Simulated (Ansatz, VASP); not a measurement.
InSe2 in VASP and in Ansatz

Contents of INCAR:

```
SYSTEM = InSe2
PREC = Accurate
ENCUT = 520
EDIFF = 1E-6
ISMEAR = 0
SIGMA = 0.2
LREAL = .False.
LASPH = .True.
NELM = 80
ALGO = Normal
ISIF = 2
LWAVE = .False.
LCHARG = .False.
GGA = PS
NBANDS = 34
```

File KPOINTS:

```
regular mesh
0
Gamma
  5 5 2
  0 0 0
```

POSCAR

```
InSe2
1.0
    3.8948930000      0.0000000000      0.0000000000
    0.0000000000      3.8948930000      0.0000000000
    0.0000000000      0.0000000000      9.6262310000
In Se
2 4
Direct
    0.0000000000      0.5000000000      0.7064680000
    0.5000000000      0.0000000000      0.2935320000
    0.0000000000      0.5000000000      0.3662120000
    0.5000000000      0.0000000000      0.6337880000
    0.0000000000      0.0000000000      0.0000000000
    0.5000000000      0.5000000000      0.0000000000
```

Input for Ansatz:

```yaml
crystal:
  lattice:
    - [3.894893, 0.0, 0.0]
    - [0.0, 3.894893, 0.0]
    - [0.0, 0.0, 9.626231]
  atoms:
    - { symbol: In, position: [0.0, 0.5, 0.706468] }
    - { symbol: In, position: [0.5, 0.0, 0.293532] }
    - { symbol: Se, position: [0.0, 0.5, 0.366212] }
    - { symbol: Se, position: [0.5, 0.0, 0.633788] }
    - { symbol: Se, position: [0.0, 0.0, 0.0] }
    - { symbol: Se, position: [0.5, 0.5, 0.0] }
basis:
  ecutwfc: 420
kpoints:
  mp_grid: { grid: [5, 5, 2] }
hamiltonian:
  xc: pbesol
scf:
  occupations: { method: gaussian, width: 0.2 }
output:
  forces: true
  stress: true
  eigenvalues: true
```

Alike in both runs: task single point; functional PBEsol; k mesh 5 × 5 × 2; occupations gaussian, width 0.2 eV; no spin polarisation.

|  | VASP | Ansatz |
| --- | --- | --- |
| version | VASP 6.6.1 | Ansatz 0.2.0 |
| potentials or method | VASP PAW PBE potentials, release 64 (In_d, Se), cutoff 520 eV | scalar-relativistic, plane waves, PAW |
| valence electrons in the cell | 50 | 90 |

```csv
,VASP,Ansatz,Ansatz less VASP
gap on the k mesh at the Fermi level (eV),none,none,-
pressure (GPa),-3.5,-3.5,-0.06
"traceless stress, the component that is largest in VASP (GPa)",0.83,0.87,+0.042
rms of the force components (eV/Å),0.031,0.030,-0.0004
```

VASP's potentials were made for PBE, not for PBEsol. Atom by atom the forces differ by 0.001 eV/Å (rms over components). A gap of «none» marks a metal or a gap that the smearing closes. VASP's potentials hold 50 valence electrons a cell and Ansatz's 90, so a difference there can come from the potentials and not from the codes.
